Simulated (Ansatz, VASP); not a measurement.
# One calculation of Re, two programs

POSCAR

```
Re
1.0
    0.0000000000      1.9972423409      1.9972423409
    1.9972423409      0.0000000000      1.9972423409
    1.9972423409      1.9972423409      0.0000000000
Re
1
Direct
    0.0000000000      0.0000000000      0.0000000000
```

The input INCAR.step1:

```
PREC     = Accurate       # precision mode
ENCUT    = 520            # plane-wave cutoff, eV
ISMEAR   = -1             # smearing method
SIGMA    = 0.1            # smearing width, eV
LREAL    = False          # projectors in reciprocal space
LASPH    = True           # aspherical terms in the spheres
NELM     = 100            # most SCF steps
NBANDS   = 10             # bands
GGA      = PE             # functional
ALGO     = Normal         # electronic algorithm
EDIFF    = 1E-4           # SCF threshold, eV
LWAVE    = True           # write WAVECAR
LCHARG   = False          # write CHGCAR
```

INCAR.step2

```
PREC     = Accurate       # precision mode
ENCUT    = 520            # plane-wave cutoff, eV
EDIFF    = 1E-6           # SCF threshold, eV
ISMEAR   = -1             # smearing method
SIGMA    = 0.1            # smearing width, eV
LREAL    = False          # projectors in reciprocal space
LASPH    = True           # aspherical terms in the spheres
NELM     = 100            # most SCF steps
ALGO     = Normal         # electronic algorithm
ISIF     = 2              # what is computed and relaxed
LWAVE    = False          # write WAVECAR
LCHARG   = False          # write CHGCAR
METAGGA  = R2SCAN         # meta-GGA
LMIXTAU  = True         
NBANDS   = 10             # bands
ISTART   = 1
```

The input KPOINTS:

```
Automatic mesh
0
Gamma
  16 16 16
```

Input for Ansatz:

```yaml
crystal:
  lattice:
    - [0.0, 1.9972423409, 1.9972423409]
    - [1.9972423409, 0.0, 1.9972423409]
    - [1.9972423409, 1.9972423409, 0.0]
  atoms:
    - { symbol: Re, position: [0.0, 0.0, 0.0] }
hamiltonian:
  xc: r2scan
  pseudopotentials:
    kind: paw
    azcp:
      Re: "pseudopotentials/Re.paw.azcp"
basis:
  ecutwfc: 500
  fft_grid_basis: typed
kpoints:
  mp_grid: { grid: [16, 16, 16], shift: [0, 0, 0] }
magnetization:
  spin_polarized: false
scf:
  occupations: { method: fermi_dirac, width: 0.1 }
  lower_state_search: "off"
output:
  stress: true
```

Alike in both runs: task single point; functional r2SCAN; k mesh 16 × 16 × 16; occupations fermi-dirac, width 0.1 eV; no spin polarisation.

|  | VASP | Ansatz |
| --- | --- | --- |
| version | VASP 6.6.1 | Ansatz 0.2.0 |
| potentials or method | VASP PAW PBE potentials, release 64 (Re), cutoff 520 eV | plane waves (500 eV) with PAW, scalar-relativistic |
| valence electrons in the cell | 7 | 15 |

VASP gave:

```
pressure (GPa) : -25.7
```

Estimate Ansatz's values.

pressure (GPa): -25.3.

VASP's potentials were made for PBE, not for r2SCAN. VASP's potentials hold 7 valence electrons a cell and Ansatz's 15, so a difference there can come from the potentials and not from the codes.

Neither program's run includes spin-orbit coupling.
